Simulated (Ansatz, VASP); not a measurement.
**One calculation of CoO, two programs**

```xyz
2
Lattice="0.0000 2.1315 2.1315 2.1315 0.0000 2.1315 2.1315 2.1315 0.0000" Properties=species:S:1:pos:R:3 pbc="T T T"
Co    0.0000    0.0000    0.0000
O     2.1315    2.1315    2.1315
```

Alike in both runs: task single point; functional LDA; k mesh 8 × 8 × 8; occupations gaussian, width 0.05 eV; non-collinear spin, spin-orbit coupling; Hubbard terms Co d U = 4.0 eV.

|  | VASP | Ansatz |
| --- | --- | --- |
| version | VASP 6.6.1 | Ansatz 0.2.0 |
| potentials or method | VASP PAW LDA potentials, release 64 (Co, O), cutoff 520 eV | plane waves, PAW |
| valence electrons in the cell | 15 | 23 |

|  | VASP | Ansatz | Ansatz less VASP |
| --- | --- | --- | --- |
| pressure (GPa) | -13.6 | -7.9 | +5.73 |
| traceless stress, the component that is largest in VASP (GPa) | -4.53 | -4.19 | +0.334 |
| net moment per atom (μB) | 1.50 | 1.49 | -0.008 |

LDA's correlation is that of Perdew and Zunger in VASP and of Perdew and Wang (1992) in Ansatz. The programs project onto different local orbitals, so the same U acts differently, and such runs can settle in different states. VASP's potentials hold 15 valence electrons a cell and Ansatz's 23, so a difference there can come from the potentials and not from the codes. Ansatz's warnings: filled band counts differ across k points, negative dielectric reading, stress scf threshold loose, symmetry narrowed by occupation matrices.
